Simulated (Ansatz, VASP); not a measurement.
## Sb: VASP beside Ansatz

```
CELL_PARAMETERS angstrom
3.33385 0.00000 0.00000
-1.66692 2.88720 0.00000
0.00000 0.00000 21.44410
ATOMIC_POSITIONS crystal
Sb 0.16667 0.33333 0.37724
Sb 0.50000 0.00000 0.50000
Sb 0.83333 0.66667 0.62276
```

Alike in both runs: functional PBEsol; k mesh 11 × 11 × 1; occupations fermi-dirac, width 0.1 eV; no spin polarisation.

Ansatz relaxed the structure, and its values are those at the end. VASP's run is a single point on that final structure, the one shown.

```csv
,VASP,Ansatz
version,VASP 6.6.1,Ansatz 0.2.0
potentials or method,"VASP PAW PBE potentials, release 64 (Sb)","PAW with Ansatz's default frozen-core files, scalar-relativistic"
plane-wave cutoff (eV),520,420
valence electrons in the cell,15,45
```

|  | VASP | Ansatz | Ansatz less VASP |
| --- | --- | --- | --- |
| rms of the force components (eV/Å) | 0.004 | 0.002 | -0.0024 |

VASP's potentials were made for PBE, not for PBEsol. VASP's potentials hold 15 valence electrons a cell and Ansatz's 45, so a difference there can come from the potentials and not from the codes. Ansatz's warnings: stress scf threshold loose, xc potential rough in thin density.

Neither program's run includes spin-orbit coupling.
